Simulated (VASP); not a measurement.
# Mg (P6_3/mmc) in VASP: notebook

Mg is run at these levels: LDA; tasks: single point.

All numbers are computed with VASP 6.6.1; they aren't measurements. Logs are shortened: lines on timing, memory, paths and dates and some standing lists are left out, and cuts for length are marked.

## Step 1: The cell of the first run

It takes space group P6_3/mmc (No. 194, hexagonal). The conventional cell has a = 2.939 Å, b = 2.939 Å, c = 4.720 Å, α = 90.00°, β = 90.00°, γ = 120.00°. Mg (site symmetry -6m2) has 12 Mg at 2.91 to 2.94 Å within 3.8 Å.

## Step 2: Single point, LDA

INCAR reads:

```
SYSTEM = Mg
  ALGO = Normal
  EDIFF = 1E-6
  ENCUT = 520
  GGA = CA
  ISIF = 2
  ISMEAR = -1
  LASPH = .True.
  LCHARG = .True.
  LELF = .True.
  LREAL = .False.
  LVHAR = .True.
  LWAVE = .False.
  NBANDS = 9
  NELM = 80
  PREC = Accurate
  SIGMA = 0.1
```

KPOINTS reads:

```
k-points
0
Gamma
  15 15 8
  0 0 0
```

POSCAR reads:

```
Mg
1.0
    2.9393021017      0.0000000000      0.0000000000
   -1.4696510509      2.5455102895      0.0000000000
    0.0000000000      0.0000000000      4.7202893116
Mg
2
Direct
    0.3333333333      0.6666666667      0.2500000000
    0.6666666667      0.3333333333      0.7500000000
```

Potentials or basis: VASP PAW LDA potentials, release 64 (Mg).

On the command line:

```console
$ cat potpaw_LDA.64/Mg/POTCAR > POTCAR
$ mpirun -np 1 vasp_std > vasp.out
```

OUTCAR:

```text
SYSTEM = Mg
   EDIFF = 1E-6
   ENCUT = 520
   GGA = CA
   ISIF = 2
   ISMEAR = -1
   LASPH = .True.
   LREAL = .False.
   NELM = 80
   PREC = Accurate

 ion  position               nearest neighbor table
   1  0.333  0.667  0.250-   2 2.91   2 2.91   2 2.91   2 2.91   2 2.91   2 2.91
   2  0.667  0.333  0.750-   1 2.91   1 2.91   1 2.91   1 2.91   1 2.91   1 2.91

  LATTYP: Found a hexagonal cell.
 ALAT       =     2.9393021017
 C/A-ratio  =     1.6059217965

  Lattice vectors:

 A1 = (   2.9393021017,   0.0000000000,   0.0000000000)
 A2 = (  -1.4696510509,   2.5455102895,   0.0000000000)
 A3 = (   0.0000000000,   0.0000000000,   4.7202893116)

Analysis of symmetry for initial positions (statically):
=====================================================================
 Subroutine PRICEL returns:
 Original cell was already a primitive cell.

 Routine SETGRP: Setting up the symmetry group for a
 hexagonal supercell.

 Subroutine GETGRP returns: Found 24 space group operations
 (whereof 12 operations were pure point group operations)
 out of a pool of 24 trial point group operations.

The static configuration has the point symmetry D_3d.
 The point group associated with its full space group is D_6h.

Analysis of symmetry for dynamics (positions and initial velocities):
=====================================================================
 Subroutine PRICEL returns:
 Original cell was already a primitive cell.

 Routine SETGRP: Setting up the symmetry group for a
 hexagonal supercell.

 Subroutine GETGRP returns: Found 24 space group operations
 (whereof 12 operations were pure point group operations)
 out of a pool of 24 trial point group operations.

The dynamic configuration has the point symmetry D_3d.
 The point group associated with its full space group is D_6h.

 Subroutine INISYM returns: Found 24 space group operations
 (whereof 12 operations are pure point group operations),
 and found     1 'primitive' translations

----------------------------------------------------------------------------------------

                                     Primitive cell

  volume of cell :      35.3173

  direct lattice vectors                    reciprocal lattice vectors
     2.939302102  0.000000000  0.000000000     0.340216815  0.196424270  0.000000000
    -1.469651051  2.545510290  0.000000000     0.000000000  0.392848540  0.000000000
     0.000000000  0.000000000  4.720289312     0.000000000  0.000000000  0.211851421

  length of vectors
     2.939302102  2.939302102  4.720289312     0.392848540  0.392848540  0.211851421

  position of ions in fractional coordinates (direct lattice)
     0.333333333  0.666666667  0.250000000
     0.666666667  0.333333333  0.750000000

  ion indices of the primitive-cell ions
   primitive index   ion index
                 1           1
                 2           2

----------------------------------------------------------------------------------------

 KPOINTS: k-points

Automatic generation of k-mesh.
 Grid dimensions read from file:
 generate k-points for:   15   15    8

 Generating k-lattice:

  Cartesian coordinates                     Fractional coordinates (reciprocal lattice)
     0.022681121  0.013094951  0.000000000     0.066666667  0.000000000  0.000000000
     0.000000000  0.026189903  0.000000000     0.000000000  0.066666667  0.000000000
     0.000000000  0.000000000  0.026481428     0.000000000  0.000000000  0.125000000

  Length of vectors
     0.026189903  0.026189903  0.026481428

  Shift w.r.t. Gamma in fractional coordinates (k-lattice)
     0.000000000  0.000000000  0.000000000

 Subroutine IBZKPT returns following result:
 ===========================================

 Found    135 irreducible k-points:

 Following reciprocal coordinates:
            Coordinates               Weight
  0.000000  0.000000  0.000000      1.000000
  0.066667  0.000000  0.000000      6.000000
  0.133333 -0.000000  0.000000      6.000000
  0.200000  0.000000  0.000000      6.000000
  0.266667 -0.000000  0.000000      6.000000
  0.333333  0.000000  0.000000      6.000000
[... 16 lines left out ...]
  0.333333  0.200000  0.000000     12.000000
  0.400000  0.200000  0.000000      6.000000
 [... further k-points ...]
   k-points           NKPTS =    135   k-points in BZ     NKDIM =    135   number of bands    NBANDS=      9
   number of dos      NEDOS =    301   number of ions     NIONS =      2
   total plane-waves  NPLWV =  20736
   dimension x,y,z NGX =    24 NGY =   24 NGZ =   36
   dimension x,y,z NGXF=    48 NGYF=   48 NGZF=   72
   ions per type =               2
   NGX,Y,Z   is equivalent  to a cutoff of  13.57, 13.57, 12.68 a.u.
   NGXF,Y,Z  is equivalent  to a cutoff of  27.15, 27.15, 25.36 a.u.
 SYSTEM =  Mg
   PREC   = accura    normal or accurate (medium, high low for compatibility)
   ISTART =      0    job   : 0-new  1-cont  2-samecut
   ICHARG =      2    charge: 1-file 2-atom 10-const
   ISPIN  =      1    spin polarized calculation?
   LNONCOLLINEAR =      F non collinear calculations
   LSORBIT =      F    spin-orbit coupling
   LASPH  =      T    aspherical Exc in radial PAW
   ENCUT  =  520.0 eV  38.22 Ry    6.18 a.u.   5.47  5.47  8.78*2*pi/ulx,y,z
   NELM   =     80;   NELMIN=  2; NELMDL= -5     # of ELM steps
   EDIFF  = 0.1E-05   stopping-criterion for ELM
   LREAL  =      F    real-space projection
   EDIFFG = 0.1E-04   stopping-criterion for IOM
   NSW    =      0    number of steps for IOM
   IBRION =     -1    ionic relax: 0-MD 1-quasi-New 2-CG
   NFREE  =      0    steps in history (QN), initial steepest desc. (CG)
   ISIF   =      2    stress and relaxation
   ISYM   =      2    0-nonsym 1-usesym 2-fastsym
   POTIM  = 0.5000    time-step for ionic-motion
   TEBEG  =    0.0;   TEEND  =   0.0 temperature during run
   PSTRESS=    0.0 pullay stress
   NELECT =       4.0000    total number of electrons
   NUPDOWN=      -1.0000    fix difference up-down
   EMIN   =  10.00;   EMAX   =-10.00  energy-range for DOS
   EFERMI =   0.00;   METHOD = LEGACY
   ISMEAR =    -1;   SIGMA  =   0.10  broadening in eV -4-tet -1-fermi 0-gaus
   EFERMI_NEDOS =   21; number of points for ismear=-14 and -15
   IALGO  =     38    algorithm
   IMIX   =      4    mixing-type and parameters
     AMIX     =   0.40;   BMIX     =  1.00
     AMIX_MAG =   1.60;   BMIX_MAG =  1.00
  volume/ion in A,a.u.               =      17.66       119.17
  Fermi-wavevector in a.u.,A,eV,Ry     =   0.792074  1.496802  8.536033  0.627381
  Thomas-Fermi vector in A             =   1.897740
   LORBIT       =      0    0 simple, 1 ext, 2 COOP (PROOUT), +10 PAW based schemes
   GGA     = CA    functional components
   LHFCALC =     F    Hartree Fock is set to
   AEXX    =    0.0000 exact exchange contribution
   IVDW    =     0    specifies the selected vdW correction
   LEPSILON=     F    determine dielectric tensor
   LRPA    =     F    only Hartree local field effects (RPA)
 non-spin polarized calculation
  energy-cutoff  :      520.00
  volume of cell :       35.32
 maximum number of plane-waves:       977
 NGX is ok and might be reduce to    24
   NGX = 11   NGY = 11   NGZ = 17

 number of electron       4.0000000 magnetization

 Free energy of the ion-electron system (eV)
  ---------------------------------------------------
  ext. energy  EPLUGINS =         0.00000000
  ---------------------------------------------------
  free energy    TOTEN  =        -3.39876823 eV

  energy without entropy =       -3.37760883  energy(sigma->0) =       -3.38818853

 E-fermi :   3.9809     XC(G=0):  -9.5670

 val. band max:        3.9697739875   @ k =   0.4667   0.0000   0.5000
 cond. band min:       4.0420476068   @ k =   0.2000   0.0667   0.0000
 fundamental gap:      0.0722736193
 Fermi energy:         3.9808511639

 k-point     1 :       0.0000    0.0000    0.0000
  band No.  band energies     occupation
      1      -4.1353      2.00000
      2       1.9669      2.00000
      3       2.8337      1.99998
      4      16.3290      0.00000
      5      16.3290      0.00000
      6      16.9376      0.00000
      7      16.9376      0.00000
      8      17.4613      0.00000
      9      19.8403      0.00000

 k-point     2 :       0.0667    0.0000    0.0000
  band No.  band energies     occupation
      1      -4.0318      2.00000
      2       2.0575      2.00000
      3       2.9317      1.99994
      4      14.5024      0.00000
      5      15.4950      0.00000
      6      16.3741      0.00000
      7      17.8755      0.00000
      8      18.4142      0.00000
      9      19.7390      0.00000

 k-point     3 :       0.1333   -0.0000    0.0000
  band No.  band energies     occupation
      1      -3.7222      2.00000
      2       2.3297      2.00000
      3       3.2215      1.99899
      4      12.1939      0.00000
      5      14.5608      0.00000
      6      15.1760      0.00000
      7      17.5011      0.00000
      8      18.6406      0.00000
      9      18.9890      0.00000

 k-point     4 :       0.2000    0.0000    0.0000
  band No.  band energies     occupation
      1      -3.2090      2.00000
      2       2.7842      1.99999
      3       3.6880      1.89850
      4       9.9785      0.00000
      5      13.7710      0.00000
      6      13.9205      0.00000
      7      15.2526      0.00000
      8      17.6926      0.00000
      9      18.5515      0.00000

 k-point     5 :       0.2667   -0.0000    0.0000
  band No.  band energies     occupation
      1      -2.4968      2.00000
      2       3.4222      1.99253
      3       4.2813      0.09448
      4       7.9560      0.00000
      5      12.6631      0.00000
      6      13.1344      0.00000
      7      13.1378      0.00000
      8      16.4824      0.00000
      9      17.7794      0.00000

 k-point     6 :       0.3333    0.0000    0.0000
  band No.  band energies     occupation
      1      -1.5914      2.00000
      2       4.2453      0.13263
      3       4.6752      0.00193
      4       6.4560      0.00000
      5      11.1854      0.00000
      6      11.3911      0.00000
      7      12.6634      0.00000
      8      15.4800      0.00000
      9      17.1921      0.00000
[... 169 lines left out ...]
 k-point    21 :       0.2000    0.2000    0.0000
  band No.  band energies     occupation
      1      -1.3918      2.00000
      2       4.4288      0.02243
      3       5.0435      0.00005
      4       7.0478      0.00000
      5       8.3117      0.00000
      6      12.5116      0.00000
      7      13.0548      0.00000
      8      13.9677      0.00000
      9      15.3671      0.00000

 k-point    22 :       0.2667    0.2000    0.0000
  band No.  band energies     occupation
      1      -0.4028      2.00000
      2       4.9336      0.00015
      3       5.3474      0.00000
      4       6.0641      0.00000
      5       7.9602      0.00000
      6      10.8837      0.00000
      7      12.3526      0.00000
      8      12.7498      0.00000
      9      14.6536      0.00000

 k-point    23 :       0.3333    0.2000    0.0000
  band No.  band energies     occupation
      1       0.7631      2.00000
      2       3.5631      1.96978
      3       6.0303      0.00000
      4       6.4531      0.00000
      5       8.2923      0.00000
      6       9.2308      0.00000
      7      11.5374      0.00000
      8      12.0486      0.00000
      9      14.3136      0.00000

 k-point    24 :       0.4000    0.2000    0.0000
  band No.  band energies     occupation
      1       1.9889      2.00000
      2       2.2087      2.00000
      3       6.0349      0.00000
      4       7.6887      0.00000
      5       7.8090      0.00000
      6       8.6444      0.00000
      7      10.9252      0.00000
      8      11.9505      0.00000
      9      14.2081      0.00000

 [... further k-points ...]

------------------------ aborting loop because EDIFF is reached ----------------------------------------

  FORCE on cell =-STRESS in cart. coord.  units (eV):
  Direction    XX          YY          ZZ          XY          YZ          ZX
  --------------------------------------------------------------------------------------
  -------------------------------------------------------------------------------------
  Total        2.5836082      2.5836082      2.5880765     -0.0000000      0.0000000      0.0000000
  in kB      117.2059172    117.2059172    117.4086243     -0.0000000      0.0000000      0.0000000
  external PRESSURE =     117.2734863 kB  Pullay stress =       0.0000000 kB

 VOLUME and BASIS-vectors are now :
 -----------------------------------------------------------------------------
  energy-cutoff  :      520.00
  volume of cell :       35.32
      direct lattice vectors                 reciprocal lattice vectors
     2.939302102  0.000000000  0.000000000     0.340216815  0.196424270  0.000000000
    -1.469651051  2.545510290  0.000000000     0.000000000  0.392848540  0.000000000
     0.000000000  0.000000000  4.720289312     0.000000000  0.000000000  0.211851421

 POSITION                                       TOTAL-FORCE (eV/Angst)
 -----------------------------------------------------------------------------------
     -0.00000      1.69701      1.18007         0.000000      0.000000      0.000000
      1.46965      0.84850      3.54022        -0.000000      0.000000      0.000000
 -----------------------------------------------------------------------------------
    total drift:                                0.000000     -0.000000      0.000000

  FREE ENERGIE OF THE ION-ELECTRON SYSTEM (eV)
  ---------------------------------------------------
  free  energy   TOTEN  =        -3.3987682305 eV

  energy  without entropy=       -3.3776088313  energy(sigma->0) =       -3.38818853
```

Run time: 47 s. Hardware: 1 thread of Intel Xeon 8259CL, shared host; peak memory 0.17 GiB.

Results:

* Free energy: -3.3988 eV
* Pressure: 11.7 GPa
* Band gap on the k mesh: zero (bands 2 and 3 overlap by 2.10 eV)

Caveat: the cell stands under pressure.

(Continued in part 2 of 2.)
